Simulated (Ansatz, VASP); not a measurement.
## One calculation of NbCd3, two programs

```
CELL_PARAMETERS angstrom
4.18514 0.00000 0.00000
0.00000 4.18514 0.00000
0.00000 0.00000 4.18514
ATOMIC_POSITIONS crystal
Nb 0.00000 0.00000 0.00000
Cd 0.00000 0.50000 0.50000
Cd 0.50000 0.00000 0.50000
Cd 0.50000 0.50000 0.00000
```

Alike in both runs: functional LDA; k mesh 8 × 8 × 8; occupations fermi-dirac, width 0.1 eV; no spin polarisation.

Ansatz relaxed the structure, and its values are those at the end. VASP's run is a single point on that final structure, the one shown.

|  | VASP | Ansatz |
| --- | --- | --- |
| version | VASP 6.6.1 | Ansatz 0.2.0 |
| potentials or method | VASP PAW LDA potentials, release 64 (Nb_sv, Cd) | PAW with Ansatz's default frozen-core files, scalar-relativistic |
| plane-wave cutoff (eV) | 520 | 420 |
| valence electrons in the cell | 49 | 73 |

VASP gave:

```
pressure (GPa) : 0.9
```

Estimate Ansatz's values.

pressure (GPa): 0.0.

LDA's correlation is that of Perdew and Zunger in VASP and of Perdew and Wang (1992) in Ansatz. VASP's potentials hold 49 valence electrons a cell and Ansatz's 73, so a difference there can come from the potentials and not from the codes.
